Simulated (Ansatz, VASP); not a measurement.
Two plane-wave programs on AlCu

Contents of POSCAR:

```
AlCu
1.0
    2.9975090000      0.0449626350      0.0000000000
    0.0449626350      2.9975090000      0.0000000000
    0.0000000000      0.0000000000      2.9975090000
Al Cu
1 1
Direct
    0.0000000000      0.0000000000      0.0000000000
    0.5000000000      0.5000000000      0.5000000000
```

File INCAR.step1:

```
PREC = Accurate
ENCUT = 520
ISMEAR = 0
SIGMA = 0.15
LREAL = False
LASPH = True
NELM = 60
NBANDS = 14
GGA = PE
ALGO = Normal
EDIFF = 1E-4
LWAVE = True
LCHARG = False
```

The input INCAR.step2:

```
PREC = Accurate
ENCUT = 520
EDIFF = 1E-6
ISMEAR = 0
SIGMA = 0.15
LREAL = False
LASPH = True
NELM = 60
ALGO = Normal
ISIF = 2
LWAVE = False
LCHARG = False
METAGGA = R2SCAN
LMIXTAU = True
NBANDS = 14
ISTART = 1
```

KPOINTS

```
regular mesh
0
Gamma
  16 16 16
```

Input for Ansatz:

```yaml
crystal:
  lattice:
    - [2.997509, 0.044962635, 0.0]
    - [0.044962635, 2.997509, 0.0]
    - [0.0, 0.0, 2.997509]
  atoms:
    - { symbol: Al, position: [0.0, 0.0, 0.0] }
    - { symbol: Cu, position: [0.5, 0.5, 0.5] }
basis:
  ecutwfc: 500
kpoints:
  mp_grid: { grid: [16, 16, 16] }
hamiltonian:
  xc: r2scan
scf:
  occupations: { method: gaussian, width: 0.15 }
output:
  forces: true
  stress: true
  eigenvalues: true
```

Change from the starting cell: strain +0.0300 x Voigt [0, 0, 0, 0, 0, 1], atoms carried along.

Alike in both runs: task single point; functional r2SCAN; k mesh 16 × 16 × 16; occupations gaussian, width 0.15 eV; no spin polarisation.

|  | VASP | Ansatz |
| --- | --- | --- |
| version | VASP 6.6.1 | Ansatz 0.2.0 |
| potentials or method | VASP PAW PBE potentials, release 64 (Al, Cu), cutoff 520 eV | scalar-relativistic, plane waves, PAW |
| valence electrons in the cell | 14 | 22 |

|  | VASP | Ansatz | Ansatz less VASP |
| --- | --- | --- | --- |
| gap on the k mesh at the Fermi level (eV) | none | none | - |
| pressure (GPa) | -4.7 | -4.8 | -0.04 |
| traceless stress, the component that is largest in VASP (GPa) | -1.20 | -1.21 | -0.008 |

VASP's potentials were made for PBE, not for r2SCAN. A gap of «none» marks a metal or a gap that the smearing closes. With one functional, cell and mesh, what is left measures potentials, basis and numerics. VASP's potentials hold 14 valence electrons a cell and Ansatz's 22, so a difference there can come from the potentials and not from the codes.
